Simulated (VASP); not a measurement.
Set up this calculation in VASP 6.6.1, as the native input.

```
Task                   : single point
Functional             : PBE
Potentials or basis    : VASP PAW PBE potentials, release 64 (Mg)
Cutoff                 : 600 eV
k mesh                 : 16 × 16 × 16
Occupations            : gaussian, width 0.05 eV
Spin                   : no spin polarisation
Dipole correction      : no
Further INCAR settings : ALGO = Normal; EDIFF = 1e-06; NBANDS = 7
```

The structure of Mg lies in POSCAR:

```
Mg
1.0
    0.0000000000      2.2656375687      2.2656375687
    2.2656375687      0.0000000000      2.2656375687
    2.2656375687      2.2656375687      0.0000000000
Mg
1
Direct
    0.0000000000      0.0000000000      0.0000000000
```

One way to write it, as run:

INCAR

```
ALGO = Normal ; EDIFF = 1E-6
ENCUT = 600 ; GGA = PE
GGA_COMPAT = False ; ISIF = 2
ISMEAR = 0 ; LASPH = True
LCHARG = True ; LELF = True
LREAL = False ; LVHAR = True
LWAVE = False ; NBANDS = 7
NELM = 120 ; PREC = Accurate
SIGMA = 0.05
```

KPOINTS

```
k-points
0
Gamma
  16 16 16
```

Potentials or basis: VASP PAW PBE potentials, release 64 (Mg).

The run is started by

```console
$ cat potpaw_PBE.64/Mg/POTCAR > POTCAR
$ mpirun -np 1 vasp_std > vasp.out
```

It gave:

* Pressure: -0.3 GPa
* Band gap on the k mesh: zero (band 1 reaches 3.99 eV, above the bottom of band 2 at 1.27 eV)

Run time: 33 s on 1 thread of Intel Xeon 8259CL, on a shared host, peak memory 0.17 GiB.
